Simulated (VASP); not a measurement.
# BAs (F-43m) in VASP: further runs

Aim: see how the results for BAs move with the level of theory and the settings. Levels: PBE+D3(BJ), PBEsol+D3(BJ). Tasks: single point, relaxation of cell and atoms.

All numbers are computed with VASP 6.6.1; they aren't measurements. Logs are shortened: lines on timing, memory, paths and dates and some standing lists are left out, and cuts for length are marked.

### Step 1. The cell of the first run

It takes space group F-43m (No. 216, cubic). Conventional cell: a = 4.777 Å, b = 4.777 Å, c = 4.777 Å, α = 90.00°, β = 90.00°, γ = 90.00°. Within 2.7 Å of B (site symmetry -43m) lie 4 As at 2.07 Å. Within 2.7 Å of As (site symmetry -43m) lie 4 B at 2.07 Å.

### Step 2. Single point, PBE+D3(BJ)

Contents of INCAR:

```
SYSTEM = BAs
PREC = Accurate
ENCUT = 500
EDIFF = 1E-6
ISMEAR = 0
SIGMA = 0.1
LREAL = .False.
LASPH = .True.
NELM = 120
ALGO = Normal
ISIF = 2
LWAVE = .False.
LCHARG = .False.
GGA = PE
IVDW = 12
NBANDS = 11
GGA_COMPAT = .False.
```

Contents of KPOINTS:

```
Automatic mesh
0
Gamma
  6 6 6
  0 0 0
```

Contents of POSCAR:

```
BAs
1.0
    0.0000000000      2.3885000000      2.3885000000
    2.3885000000      0.0000000000      2.3885000000
    2.3885000000      2.3885000000      0.0000000000
B As
1 1
Direct
    0.0000000000      0.0000000000      0.0000000000
    0.7500000000      0.7500000000      0.7500000000
```

Potentials or basis: VASP PAW PBE potentials, release 64 (B, As).

Launch:

```bash
> cat potpaw_PBE.64/B/POTCAR potpaw_PBE.64/As/POTCAR > POTCAR
> mpirun -np 1 vasp_std > vasp.out
```

OUTCAR:

```text
SYSTEM = BAs
   PREC = Accurate
   ENCUT = 500
   EDIFF = 1E-6
   ISMEAR = 0
   LREAL = .False.
   LASPH = .True.
   NELM = 120
   ISIF = 2
   GGA = PE
   IVDW = 12
 IVDW          = 12

 ion  position               nearest neighbor table
   1  0.000  0.000  0.000-   2 2.07   2 2.07   2 2.07   2 2.07
   2  0.750  0.750  0.750-   1 2.07   1 2.07   1 2.07   1 2.07

  LATTYP: Found a face centered cubic cell.
 ALAT       =     4.7770000000

  Lattice vectors:

 A1 = (   0.0000000000,   2.3885000000,   2.3885000000)
 A2 = (   2.3885000000,   0.0000000000,   2.3885000000)
 A3 = (   2.3885000000,   2.3885000000,   0.0000000000)

Analysis of symmetry for initial positions (statically):
=====================================================================
 Subroutine PRICEL returns:
 Original cell was already a primitive cell.

 Routine SETGRP: Setting up the symmetry group for a
 face centered cubic supercell.

 Subroutine GETGRP returns: Found 24 space group operations
 (whereof 24 operations were pure point group operations)
 out of a pool of 48 trial point group operations.

The static configuration has the point symmetry T_d .

Analysis of symmetry for dynamics (positions and initial velocities):
=====================================================================
 Subroutine PRICEL returns:
 Original cell was already a primitive cell.

 Routine SETGRP: Setting up the symmetry group for a
 face centered cubic supercell.

 Subroutine GETGRP returns: Found 24 space group operations
 (whereof 24 operations were pure point group operations)
 out of a pool of 48 trial point group operations.

The dynamic configuration has the point symmetry T_d .

 Subroutine INISYM returns: Found 24 space group operations
 (whereof 24 operations are pure point group operations),
 and found     1 'primitive' translations

----------------------------------------------------------------------------------------

                                     Primitive cell

  volume of cell :      27.2525

  direct lattice vectors                    reciprocal lattice vectors
     0.000000000  2.388500000  2.388500000    -0.209336404  0.209336404  0.209336404
     2.388500000  0.000000000  2.388500000     0.209336404 -0.209336404  0.209336404
     2.388500000  2.388500000  0.000000000     0.209336404  0.209336404 -0.209336404

  length of vectors
     3.377849094  3.377849094  3.377849094     0.362581287  0.362581287  0.362581287

  position of ions in fractional coordinates (direct lattice)
     0.000000000  0.000000000  0.000000000
     0.750000000  0.750000000  0.750000000

  ion indices of the primitive-cell ions
   primitive index   ion index
                 1           1
                 2           2

----------------------------------------------------------------------------------------

 KPOINTS: Automatic mesh

Automatic generation of k-mesh.
 Grid dimensions read from file:
 generate k-points for:    6    6    6

 Generating k-lattice:

  Cartesian coordinates                     Fractional coordinates (reciprocal lattice)
    -0.034889401  0.034889401  0.034889401     0.166666667  0.000000000  0.000000000
     0.034889401 -0.034889401  0.034889401     0.000000000  0.166666667  0.000000000
     0.034889401  0.034889401 -0.034889401     0.000000000  0.000000000  0.166666667

  Length of vectors
     0.060430214  0.060430214  0.060430214

  Shift w.r.t. Gamma in fractional coordinates (k-lattice)
     0.000000000  0.000000000  0.000000000

 Subroutine IBZKPT returns following result:
 ===========================================

 Found     16 irreducible k-points:

 Following reciprocal coordinates:
            Coordinates               Weight
  0.000000  0.000000  0.000000      1.000000
  0.166667  0.000000  0.000000      8.000000
  0.333333  0.000000  0.000000      8.000000
  0.500000  0.000000  0.000000      4.000000
  0.166667  0.166667  0.000000      6.000000
  0.333333  0.166667  0.000000     24.000000
[... 8 lines left out ...]
 -0.333333  0.333333  0.166667     24.000000
 -0.333333  0.500000  0.166667     12.000000
   k-points           NKPTS =     16   k-points in BZ     NKDIM =     16   number of bands    NBANDS=     11
   number of dos      NEDOS =    301   number of ions     NIONS =      2
   total plane-waves  NPLWV =  21952
   dimension x,y,z NGX =    28 NGY =   28 NGZ =   28
   dimension x,y,z NGXF=    56 NGYF=   56 NGZF=   56
   ions per type =               1   1
   NGX,Y,Z   is equivalent  to a cutoff of  13.78, 13.78, 13.78 a.u.
   NGXF,Y,Z  is equivalent  to a cutoff of  27.56, 27.56, 27.56 a.u.
 SYSTEM =  BAs
   PREC   = accura    normal or accurate (medium, high low for compatibility)
   ISTART =      0    job   : 0-new  1-cont  2-samecut
   ICHARG =      2    charge: 1-file 2-atom 10-const
   ISPIN  =      1    spin polarized calculation?
   LNONCOLLINEAR =      F non collinear calculations
   LSORBIT =      F    spin-orbit coupling
[... 62 lines left out ...]
      2       6.1326      2.00000
      3       6.1326      2.00000
      4       6.1326      2.00000
      5       9.4064      0.00000
      6       9.4064      0.00000
      7       9.4064      0.00000
      8      10.8198      0.00000
      9      15.7143      0.00000
     10      19.0790      0.00000
     11      19.0790      0.00000

 k-point     2 :       0.1667    0.0000    0.0000
  band No.  band energies     occupation
      1      -8.8177      2.00000
      2       3.1734      2.00000
      3       5.4504      2.00000
      4       5.4504      2.00000
      5       9.4329      0.00000
      6      10.2936      0.00000
      7      10.2936      0.00000
      8      12.7821      0.00000
      9      17.1353      0.00000
     10      17.4188      0.00000
     11      17.4188      0.00000

 k-point     3 :       0.3333    0.0000    0.0000
  band No.  band energies     occupation
      1      -7.5515      2.00000
      2      -0.6106      2.00000
      3       4.6159      2.00000
      4       4.6159      2.00000
      5       8.9952      0.00000
      6      10.9585      0.00000
      7      10.9585      0.00000
      8      14.8128      0.00000
      9      17.6257      0.00000
     10      18.1540      0.00000
     11      18.1540      0.00000

 k-point     4 :       0.5000    0.0000    0.0000
  band No.  band energies     occupation
      1      -6.3985      2.00000
      2      -2.6585      2.00000
      3       4.3102      2.00000
      4       4.3102      2.00000
      5       8.8238      0.00000
      6      10.9102      0.00000
      7      10.9102      0.00000
      8      14.9959      0.00000
      9      18.8484      0.00000
     10      20.7006      0.00000
     11      20.7006      0.00000

 k-point     5 :       0.1667    0.1667    0.0000
  band No.  band energies     occupation
      1      -8.6650      2.00000
      2       3.8486      2.00000
      3       4.4193      2.00000
      4       4.4193      2.00000
      5       8.3756      0.00000
      6      11.7668      0.00000
      7      11.7668      0.00000
      8      11.7714      0.00000
      9      15.8113      0.00000
     10      17.9127      0.00000
     11      19.7423      0.00000
[... 99 lines left out ...]
 k-point    13 :       0.5000    0.5000    0.0000
  band No.  band energies     occupation
      1      -5.0806      2.00000
      2      -2.3994      2.00000
      3       2.0506      2.00000
      4       2.0506      2.00000
      5       7.5569      0.00000
      6       7.5717      0.00000
      7      17.4991      0.00000
      8      17.4991      0.00000
      9      18.9980      0.00000
     10      23.4056      0.00000
     11      23.9408      0.00000

 k-point    14 :       0.5000    0.3333    0.1667
  band No.  band energies     occupation
      1      -6.4702      2.00000
      2      -0.6241      2.00000
      3       1.2559      2.00000
      4       2.9149      2.00000
      5       9.9110      0.00000
      6      11.3231      0.00000
      7      11.9943      0.00000
      8      15.1753      0.00000
      9      17.5794      0.00000
     10      19.8629      0.00000
     11      22.2196      0.00000

 k-point    15 :      -0.3333    0.3333    0.1667
  band No.  band energies     occupation
      1      -5.4421      2.00000
      2      -1.9187      2.00000
      3       0.7155      2.00000
      4       2.2664      2.00000
      5      10.4624      0.00000
      6      11.3702      0.00000
      7      13.5839      0.00000
      8      15.0313      0.00000
      9      16.3779      0.00000
     10      20.5879      0.00000
     11      22.4106      0.00000

 k-point    16 :      -0.3333    0.5000    0.1667
  band No.  band energies     occupation
      1      -4.9616      2.00000
      2      -2.0763      2.00000
      3       0.9765      2.00000
      4       1.1718      2.00000
      5       9.9022      0.00000
      6      10.1191      0.00000
      7      14.7769      0.00000
      8      15.0217      0.00000
      9      18.4396      0.00000
     10      21.7908      0.00000
     11      21.9615      0.00000

------------------------ aborting loop because EDIFF is reached ----------------------------------------

 Edisp (eV)   -0.65980

 E8    (eV) :    -0.2623

  FORCE on cell =-STRESS in cart. coord.  units (eV):
  Direction    XX          YY          ZZ          XY          YZ          ZX
  --------------------------------------------------------------------------------------
  -------------------------------------------------------------------------------------
  Total      -0.06911    -0.06911    -0.06911     0.00000     0.00000     0.00000
  in kB      -4.06287    -4.06287    -4.06287     0.00000     0.00000     0.00000
  external pressure =       -4.06 kB  Pullay stress =        0.00 kB

 VOLUME and BASIS-vectors are now :
 -----------------------------------------------------------------------------
  energy-cutoff  :      500.00
  volume of cell :       27.25
      direct lattice vectors                 reciprocal lattice vectors
     0.000000000  2.388500000  2.388500000    -0.209336404  0.209336404  0.209336404
     2.388500000  0.000000000  2.388500000     0.209336404 -0.209336404  0.209336404
     2.388500000  2.388500000  0.000000000     0.209336404  0.209336404 -0.209336404

 POSITION                                       TOTAL-FORCE (eV/Angst)
 -----------------------------------------------------------------------------------
      0.00000      0.00000      0.00000        -0.000000     -0.000000     -0.000000
      3.58275      3.58275      3.58275         0.000000      0.000000      0.000000
 -----------------------------------------------------------------------------------
    total drift:                                0.000000      0.000000      0.000000

  FREE ENERGIE OF THE ION-ELECTRON SYSTEM (eV)
  ---------------------------------------------------
  free  energy   TOTEN  =       -12.0471742240 eV

  energy  without entropy=      -12.0471742240  energy(sigma->0) =      -12.04717422
```

Run time: 8.1 s. Hardware: 1 thread of Intel Xeon Platinum 8259CL at 2.50GHz (Skylake/Cascade Lake), shared host; peak memory 0.16 GiB.

What came out:

* Free energy: -12.0472 eV
* Pressure: -0.4 GPa
* Band gap on the k mesh: 1.27 eV (least direct gap 3.27 eV)
* Dispersion energy per atom: -0.330 eV

Levels at points of the mesh, in eV from the valence-band top:
```tsv
k point	band 2	band 3	band 4	band 5	band 6	band 7
(0.00, 0.00, 0.00)	0.00	0.00	0.00	3.27	3.27	3.27
(0.50, 0.00, 0.00)	-8.79	-1.82	-1.82	2.69	4.78	4.78
(0.50, 0.50, 0.00)	-8.53	-4.08	-4.08	1.42	1.44	11.37
```

A k mesh can miss the band edges. A hybrid or GW would open this gap; PBE tends to underestimate it.

### Step 3. Single point, PBE+D3(BJ)

This run uses another cell than the first one, of 13.52 Å³/atom.

Contents of INCAR:

```
SYSTEM = BAs
ALGO     = Normal         ! electronic algorithm
EDIFF    = 1E-6           ! SCF threshold, eV
ENCUT    = 500            ! plane-wave cutoff, eV
GGA      = PE             ! functional
GGA_COMPAT= .FALSE.      
ISIF     = 2              ! what is computed and relaxed
ISMEAR   = 0              ! smearing method
IVDW     = 12             ! dispersion correction
LASPH    = .TRUE.         ! aspherical terms in the spheres
LCHARG   = .TRUE.         ! write CHGCAR
LELF     = .TRUE.         ! ELF
LREAL    = .FALSE.        ! projectors in reciprocal space
LVHAR    = .TRUE.       
LWAVE    = .FALSE.        ! write WAVECAR
NBANDS   = 11             ! bands
NELM     = 120            ! most SCF steps
PREC     = Accurate       ! precision mode
SIGMA    = 0.02           ! smearing width, eV
```

Contents of KPOINTS:

```
k-points
0
G
  10 10 10
  0 0 0
```

Contents of POSCAR:

```
BAs
1.0
    0.0000000000      2.3820867876      2.3820867876
    2.3820867876      0.0000000000      2.3820867876
    2.3820867876      2.3820867876      0.0000000000
B As
1 1
Direct
    0.0000000000      0.0000000000      0.0000000000
    0.7500000000      0.7500000000      0.7500000000
```

Potentials or basis: VASP PAW PBE potentials, release 64 (B, As).

Launch:

```bash
> cat potpaw_PBE.64/B/POTCAR potpaw_PBE.64/As/POTCAR > POTCAR
> mpirun -np 1 vasp_std > vasp.out
```

Wall time 18 s (1 thread of Intel Xeon Platinum 8259CL at 2.50GHz (Skylake/Cascade Lake), shared host); peak memory 0.17 GiB.

The run converged. Its results:

```yaml
Free_energy: -12.0657 eV
Pressure: 0.7 GPa
Band_gap_on_the_k_mesh: 1.17 eV (least direct gap 3.29 eV)
Dispersion_energy_per_atom: -0.333 eV
```

Levels at points of the mesh, in eV from the valence-band top:
```
           k point  band 2  band 3  band 4  band 5  band 6  band 7
(0.00, 0.00, 0.00)    0.00    0.00    0.00    3.29    3.29    3.29
(0.50, 0.00, 0.00)   -8.85   -1.84   -1.84    2.74    4.79    4.79
(0.50, 0.50, 0.00)   -8.58   -4.11   -4.11    1.42    1.43   11.44
```

A k mesh can miss the band edges. PBE gaps usually lie below the measured ones, often by a third to a half.

### Step 4. Single point, PBEsol+D3(BJ)

This run uses another cell than the first one, of 13.52 Å³/atom.

Contents of INCAR:

```
SYSTEM = BAs
ALGO = Normal
EDIFF = 1E-6
ENCUT = 500
GGA = PS
GGA_COMPAT = .False.
ISIF = 2
ISMEAR = -5
IVDW = 12
LASPH = .True.
LCHARG = .False.
LREAL = .False.
LWAVE = .False.
NBANDS = 11
NELM = 120
PREC = Accurate
SIGMA = 0.02
```

Contents of KPOINTS:

```
k-points
0
Gamma
  10 10 10
  0 0 0
```

POSCAR is that of step 3.

Launch:

```bash
> cat potpaw_PBE.64/B/POTCAR potpaw_PBE.64/As/POTCAR > POTCAR
> mpirun -np 1 vasp_std > vasp.out
```

Run time: 17 s. Hardware: 1 thread of Intel Xeon Platinum 8259CL at 2.50GHz (Skylake/Cascade Lake), shared host; peak memory 0.17 GiB.

It converged, with:

```yaml
Free_energy: -12.7550 eV
Pressure: -2.1 GPa
Band_gap_on_the_k_mesh: 1.07 eV (least direct gap 3.25 eV)
Dispersion_energy_per_atom: -0.276 eV
```

Levels at points of the mesh, in eV from the valence-band top:
```csv
k point,band 2,band 3,band 4,band 5,band 6,band 7
"(0.00, 0.00, 0.00)",0.00,0.00,0.00,3.25,3.25,3.25
"(0.50, 0.00, 0.00)",-8.89,-1.84,-1.84,2.70,4.74,4.74
"(0.50, 0.50, 0.00)",-8.58,-4.14,-4.14,1.30,1.33,11.42
```

Caveat: the PAW data sets were made with another functional, which shifts forces and pressure a little. As with any semilocal functional, this PBEsol gap is likely too small.

### Step 5. Relaxation of cell and atoms, PBE+D3(BJ)

Contents of INCAR:

```
  PREC = Accurate
  ENCUT = 500
  EDIFF = 1E-7
  ISMEAR = 0
  SIGMA = 0.02
  LREAL = F
  LASPH = T
  NELM = 120
  ALGO = Normal
  ISIF = 3
  LWAVE = F
  LCHARG = F
  GGA = PE
  IVDW = 12
  IBRION = 2
  NSW = 100
  EDIFFG = -0.005
  GGA_COMPAT = F
  NELMIN = 4
```

Contents of KPOINTS:

```
Automatic mesh
0
Gamma
  10 10 10
```

Contents of POSCAR:

```
BAs
1.0
    0.0000000000      2.3885000000      2.3885000000
    2.3885000000      0.0000000000      2.3885000000
    2.3885000000      2.3885000000      0.0000000000
B As
1 1
Direct
    0.0000000000      0.0000000000      0.0000000000
    0.7500000000      0.7500000000      0.7500000000
```

Launch:

```bash
> cat potpaw_PBE.64/B/POTCAR potpaw_PBE.64/As/POTCAR > POTCAR
> mpirun -np 1 vasp_std > vasp.out
```

Run time: 28 s. Hardware: 1 thread of Intel Xeon Platinum 8259CL at 2.50GHz (Skylake/Cascade Lake), shared host; peak memory 0.17 GiB.

The run converged. Its results:

* Free energy: -12.0661 eV
* Relaxed volume: 13.58 Å³/atom
* Relaxed cell: a = 3.374 Å, b = 3.374 Å, c = 3.374 Å, α = 60.00°, β = 60.00°, γ = 60.00°
* Space group after relaxing (to 0.1 Å): F-43m (No. 216)
* Energy gained by relaxing: 0.1 meV/atom
* Ionic steps: 3
* Pressure after relaxing: 0.0 GPa
* Band gap on the k mesh: 1.17 eV (least direct gap 3.28 eV)
* Dispersion energy per atom: -0.331 eV

Step by step:
| step | energy change (eV) | largest force (eV/Å) | pressure (GPa) | volume (Å³) |
| --- | --- | --- | --- | --- |
| 1 | 0.0000 | 0.0000 | -0.44 | 27.25 |
| 2 | -0.0001 | 0.0000 | 0.32 | 27.11 |
| 3 | -0.0001 | 0.0000 | 0.01 | 27.16 |

Final structure:
```
B As
1.0
     0.00000    2.38592    2.38592
     2.38592    0.00000    2.38592
     2.38592    2.38592    0.00000
B As
1 1
Direct
  0.00000 0.00000 0.00000
  0.75000 0.75000 0.75000
```

Levels at points of the mesh, in eV from the valence-band top:
```
           k point  band 1  band 2  band 3  band 4  band 5  band 6  band 7  band 8
(0.00, 0.00, 0.00)  -15.43    0.00    0.00    0.00    3.28    3.28    3.28    4.73
(0.50, 0.00, 0.00)  -12.55   -8.81   -1.83   -1.83    2.71    4.78    4.78    8.87
(0.50, 0.50, 0.00)  -11.22   -8.55   -4.09   -4.09    1.42    1.44   11.40   11.40
```

A k mesh can miss the band edges. Expect the measured gap to be larger: semilocal functionals such as PBE lack the derivative discontinuity.

### Step 6. Overview

| task | level | cell | k mesh | smearing | gap on the mesh (eV) | pressure (GPa) |
| --- | --- | --- | --- | --- | --- | --- |
| single point | PBE+D3(BJ) | a = 3.378 Å, angles 60.0°, 2 atoms | 6 × 6 × 6 | gaussian 0.1 eV | 1.27 | -0.4 |
| single point | PBE+D3(BJ) | a = 3.369 Å, angles 60.0°, 2 atoms | 10 × 10 × 10 | gaussian 0.02 eV | 1.17 | 0.7 |
| single point | PBEsol+D3(BJ) | a = 3.369 Å, angles 60.0°, 2 atoms | 10 × 10 × 10 | tetrahedron | 1.07 | -2.1 |
| relaxation of cell and atoms | PBE+D3(BJ) | relaxed from a = 3.378 Å, angles 60.0°, 2 atoms | 10 × 10 × 10 | gaussian 0.02 eV | 1.17 | 0.0 |

Alike in all rows: potentials or basis VASP PAW PBE potentials, release 64 (B, As); no spin polarisation; cutoff (eV) 500.

Caveats: the PAW data sets were made with another functional, which shifts forces and pressure a little (at least some runs).

Absolute energies hang on the potentials; compare differences alone.
